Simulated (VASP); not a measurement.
Here is a VASP 6.6.1 calculation.

File INCAR:

```
SYSTEM = CoPdO2
PREC = Accurate
ENCUT = 600
EDIFF = 1E-7
ISMEAR = 0
SIGMA = 0.05
LREAL = .FALSE.
LASPH = .TRUE.
NELM = 200
ALGO = Normal
ISIF = 4
LWAVE = .FALSE.
LCHARG = .FALSE.
ISPIN = 2
MAGMOM = 0 0 0 0
LORBIT = 11
LMAXMIX = 4
LDAU = .TRUE.
LDAUTYPE = 2
LDAUL = 2 -1 -1
LDAUU = 3.3 0 0
LDAUJ = 0 0 0
LDAUPRINT = 1
GGA = RP
IVDW = 13
IBRION = 2
NSW = 60
EDIFFG = -0.01
GGA_COMPAT = .FALSE.
NELMIN = 4
```

The input KPOINTS:

```
regular mesh
0
G
  10 10 10
  0 0 0
```

The input POSCAR:

```
CoPdO2
1.0
    1.4189670236      0.8192409931      5.9256342190
   -1.4189670236      0.8192409931      5.9256342190
    0.0000000000     -1.6384819861      5.9256342190
Co Pd O
1 1 2
Direct
    0.5000000000      0.5000000000      0.5000000000
    0.0000000000      0.0000000000      0.0000000000
    0.1119184230      0.1119184230      0.1119184230
    0.8880815770      0.8880815770      0.8880815770
```

Potentials or basis: VASP PAW PBE potentials, release 64 (Co, Pd, O).

Run with:

```console
$ cat potpaw_PBE.64/Co/POTCAR potpaw_PBE.64/Pd/POTCAR potpaw_PBE.64/O/POTCAR > POTCAR
$ mpirun -np 1 vasp_std > vasp.out
```

Question: What does it give for the dispersion energy per atom?

Answer: -0.657 eV.

Question: What does it give for the net moment?

Answer: 0.00 μB per cell.

Eigenvalues of the final occupation matrices:
```tsv
site	spin	trace	eigenvalues
site 1 d	1	3.69	0.40 0.40 0.97 0.97 0.97
site 1 d	2	3.69	0.40 0.40 0.97 0.97 0.97
```
